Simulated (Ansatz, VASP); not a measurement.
**One calculation of In4Ru, two programs**

```
CELL_PARAMETERS angstrom
-3.13653 3.13653 3.13653
3.13653 -3.13653 3.13653
3.13653 3.13653 -3.13653
ATOMIC_POSITIONS crystal
In 0.49976 0.49976 0.49976
In 0.50024 0.00000 0.00000
In 0.00000 0.00000 0.50024
In 0.00000 0.50024 0.00000
Ru 0.00000 0.00000 0.00000
```

Change from the starting cell: species swapped into the GeF4 type (I-43m, No. 217).

Alike in both runs: functional PBE; k mesh 4 × 4 × 4; occupations gaussian, width 0.2 eV; no spin polarisation.

Ansatz relaxed the structure, and its values are those at the end. VASP's run is a single point on that final structure, the one shown.

|  | VASP | Ansatz |
| --- | --- | --- |
| version | VASP 6.6.1 | Ansatz 0.2.0 |
| potentials or method | VASP PAW PBE potentials, release 64 (In_d, Ru_pv), cutoff 520 eV | scalar-relativistic, plane waves, PAW |
| valence electrons in the cell | 66 | 68 |

```tsv
	VASP	Ansatz	Ansatz less VASP
gap on the k mesh at the Fermi level (eV)	none	none	-
pressure (GPa)	0.2	0.2	0.00
rms of the force components (eV/Å)	0.005	0.005	-0.0001
```

A gap of «none» marks a metal or a gap that the smearing closes. The functional is the same, so the differences come from potentials, cutoffs and numerics. VASP's potentials hold 66 valence electrons a cell and Ansatz's 68, so a difference there can come from the potentials and not from the codes.
